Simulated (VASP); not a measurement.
A run of VASP 6.6.1 is set up as follows.

Contents of INCAR:

```
ALGO = Normal
EDIFF = 1E-6
ENCUT = 520
GGA = PE
ISIF = 2
ISMEAR = 0
IVDW = 12
LASPH = T
LCHARG = T
LELF = T
LREAL = Auto
LVHAR = T
LWAVE = F
NBANDS = 130
NELM = 80
PREC = Accurate
SIGMA = 0.15
```

The input KPOINTS:

```
k-points
0
Gamma
  1 1 1
```

Contents of POSCAR:

```
NaW16
1.0
    6.3200000000      0.0000000000      0.0000000000
    0.0000000000      6.3200000000      0.0000000000
    0.0000000000      0.0000000000      6.3200000000
W Na
16 1
Direct
    0.0789303797      0.0797401899      0.1383299051
    0.4503134494     -0.0295506329     -0.1610216772
   -0.1318466772      0.4498180380      0.0220275316
    0.2143620253      0.0213090190      0.5018651899
    0.2651344937      0.4407757911      0.2243265823
    0.5166386076      0.5794213608     -0.0627596519
    0.7004560127      0.0069338608      0.4623405063
    0.5766520570      0.2001060127      0.1249783228
   -0.0671840190      0.3506460443      0.4272050633
    0.4430976266      0.8097370253      0.2321960443
    0.1999503165      0.3139761076      0.8168791139
    0.2751477848      0.6316890823      0.5752332278
    0.9386343354      0.7379898734      0.2800045886
    0.8551375000      0.0716943038      0.8126333861
    0.1125351266      0.7515349684      0.9040895570
    0.7820928797      0.6566526899      0.6581427215
    0.5429087025      0.3322101266      0.5723484177
```

Potentials or basis: VASP PAW PBE potentials, release 64 (W_sv, Na_pv).

The run is started by

```console
$ cat potpaw_PBE.64/W_sv/POTCAR potpaw_PBE.64/Na_pv/POTCAR > POTCAR
$ mpirun -np 1 vasp_gam > vasp.out
```

Problem. Estimate the pressure.

Solution. 45.5 GPa.

Problem. What does it give for the band gap on the k mesh?

Solution. Zero (an odd number of electrons rules out a gap without spin polarisation).

Forces on the atoms (eV/Å):
```
W    0.342  0.091  0.415
W   -0.190 -0.413 -0.305
W    0.003 -0.291 -0.254
W    0.157  0.060  0.224
W   -0.102  0.229 -0.293
W   -0.523 -0.236 -0.324
W    0.142 -0.200 -0.014
W   -0.261  0.242  0.147
W    0.080 -0.558  0.320
W    0.129  0.437  0.298
W   -0.029  0.202 -0.504
W   -0.478  0.303 -0.339
W   -0.002 -0.105  0.073
W   -0.011 -0.115 -0.028
W   -0.140  0.037  0.608
W    1.012  0.150  0.011
Na  -0.128  0.167 -0.034
```

Caveat: the k points lie up to 0.99 Å⁻¹ apart, too coarse for converged energies and pressures of a metal; spin-orbit coupling is left out, which moves the levels of the heavy elements.
